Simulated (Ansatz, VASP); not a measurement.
# Ag: VASP beside Ansatz

```
Ag
1.0
     0.00000    2.04275    2.04275
     2.04275    0.00000    2.04275
     2.04275    2.04275    0.00000
Ag
1
Direct
  0.00000 0.00000 0.00000
```

Alike in both runs: task relaxation of cell and atoms; functional PBE; dispersion D4; k mesh 11 × 11 × 11; occupations tetrahedron; non-collinear spin, spin-orbit coupling; Hubbard terms Ag d U = 4.5 eV.

|  | VASP | Ansatz |
| --- | --- | --- |
| version | VASP 6.6.1 | Ansatz 0.2.0 |
| potentials or method | VASP PAW PBE potentials, release 64 (Ag) | Ansatz PAW |
| plane-wave cutoff (eV) | 600 | 420 |
| valence electrons in the cell | 11 | 19 |

Ansatz gave:

```
net moment per atom (μB)                                     : 0.00
relaxed volume (Å³/atom)                                     : 17.36
relaxed cell length with the largest relative difference (Å) : 2.906
```

**Question.** Which values does VASP return?

**Answer.** net moment per atom (μB): 0.00; relaxed volume (Å³/atom): 16.73; relaxed cell length with the largest relative difference (Å): 2.871.

The programs project onto different local orbitals, so the same U acts differently, and such runs can settle in different states. VASP's potentials hold 11 valence electrons a cell and Ansatz's 19, so a difference there can come from the potentials and not from the codes.

Noted on Ansatz's run: the plane-wave basis is chosen anew once the cell has moved, so the energies of steps on either side of that aren't comparable.
